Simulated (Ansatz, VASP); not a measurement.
**HfSn2S6 in VASP and in Ansatz**

```
Hf Sn S
1.0
     6.41299    0.00000    0.00000
    -3.20649    5.55381    0.00000
     0.00000    0.00000    6.85199
Hf Sn S
1 2 6
Direct
  0.00000 0.00000 0.00000
  0.33333 0.66667 0.00000
  0.66667 0.33333 0.00000
  0.33256 0.00000 0.21411
  0.00000 0.33256 0.21411
  0.66744 0.66744 0.21411
  0.66744 0.00000 0.78589
  0.33256 0.33256 0.78589
  0.00000 0.66744 0.78589
```

Alike in both runs: task single point; functional r2SCAN; k mesh 6 × 6 × 4; occupations gaussian, width 0.02 eV; no spin polarisation.

|  | VASP | Ansatz |
| --- | --- | --- |
| version | VASP 6.6.1 | Ansatz 0.2.0 |
| potentials or method | VASP PAW PBE potentials, release 64 (Hf_pv, Sn_d, S), cutoff 520 eV | scalar-relativistic, plane waves, PAW |
| valence electrons in the cell | 74 | 90 |

```tsv
	VASP	Ansatz	Ansatz less VASP
gap on the k mesh at the Fermi level (eV)	1.31	1.29	-0.018
least direct gap on the mesh (eV)	1.31	1.29	-0.018
pressure (GPa)	-2.0	-1.7	+0.26
rms of the force components (eV/Å)	0.121	0.111	-0.0098
```

VASP's potentials were made for PBE, not for r2SCAN. Atom by atom the forces differ by 0.027 eV/Å (rms over components). VASP's potentials hold 74 valence electrons a cell and Ansatz's 90, so a difference there can come from the potentials and not from the codes.

Spin-orbit coupling is off throughout.
